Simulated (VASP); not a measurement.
## Hg: single point with PBE

Crystal: Hg.

```
Hg
1.0
    -1.89691    1.89691    1.89691
     1.89691   -1.89691    1.89691
     1.89691    1.89691   -1.89691
Hg
1
Direct
  0.00000 0.00000 0.00000
```

```yaml
Program: VASP 6.6.1
Task: single point
Functional: PBE
Potentials_or_basis: VASP PAW PBE potentials, release 64 (Hg)
Cutoff: 520 eV
k_mesh: 16 × 16 × 16
Occupations: gaussian, width 0.05 eV
Spin: non-collinear spin, zero start, spin-orbit coupling
Starting_moments: "[[0.0, 0.0, 0.0]] μB"
Dipole_correction: no
k_mesh_for_the_DOS: 24 × 24 × 24
Occupations_for_the_DOS: tetrahedron
Further_INCAR_settings: ALGO = Normal; EDIFF = 1e-06
```

| Property | Result |
| --- | --- |
| Net moment | 0.00 μB per cell |
| Valence electrons inside the program's atomic spheres | Hg 10.43 |

Moments on the atoms (μB; x, y, z):
```
Hg  0.00 0.00 0.00
```

Run time: 5.2 min on 1 thread of AMD EPYC 7R43 64-Core Processor (Zen 3), on a shared host, peak memory 0.42 GiB.
